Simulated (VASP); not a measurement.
Input of a VASP 6.6.1 run:

INCAR

```
SYSTEM = BaAg2N2
PREC     = Accurate       ! precision mode
ENCUT    = 520            ! plane-wave cutoff, eV
EDIFF    = 1E-6           ! SCF threshold, eV
ISMEAR   = 0              ! smearing method
SIGMA    = 0.1            ! smearing width, eV
LREAL    = .FALSE.        ! projectors in reciprocal space
LASPH    = .TRUE.         ! aspherical terms in the spheres
NELM     = 100            ! most SCF steps
ALGO     = Normal         ! electronic algorithm
ISIF     = 2              ! what is computed and relaxed
LWAVE    = .FALSE.        ! write WAVECAR
LCHARG   = .TRUE.         ! write CHGCAR
GGA      = PE             ! functional
LELF     = .TRUE.         ! ELF
LVHAR    = .TRUE.       
NBANDS   = 29             ! bands
```

File KPOINTS:

```
Automatic mesh
0
G
  6 6 6
  0 0 0
```

File POSCAR:

```
BaAg2N2
1.0
   -2.0643856639      2.0643856639      4.8743274062
    2.0643856639     -2.0643856639      4.8743274062
    2.0643856639      2.0643856639     -4.8743274062
Ba Ag N
1 2 2
Direct
    0.0000000000      0.0000000000      0.0000000000
    0.7500000000      0.2500000000      0.5000000000
    0.2500000000      0.7500000000      0.5000000000
    0.3842000000      0.3842000000      0.0000000000
    0.6158000000      0.6158000000      0.0000000000
```

Potentials or basis: VASP PAW PBE potentials, release 64 (Ba_sv, Ag, N).

Run with:

```sh
$ cat potpaw_PBE.64/Ba_sv/POTCAR potpaw_PBE.64/Ag/POTCAR potpaw_PBE.64/N/POTCAR > POTCAR
$ mpirun -np 1 vasp_std > vasp.out
```

Question: What does it give for the pressure?

Answer: 1.9 GPa.

Question: Predict the largest force.

Answer: 0.524 eV/Å.

Forces on the atoms (eV/Å):
```
Ba   0.000  0.000  0.000
Ag   0.000  0.000  0.000
Ag   0.000  0.000  0.000
N    0.000  0.000  0.524
N    0.000  0.000 -0.524
```

Caveat: the cell differs from its parent crystal (As replaced by N, lengths x 0.922, strained).
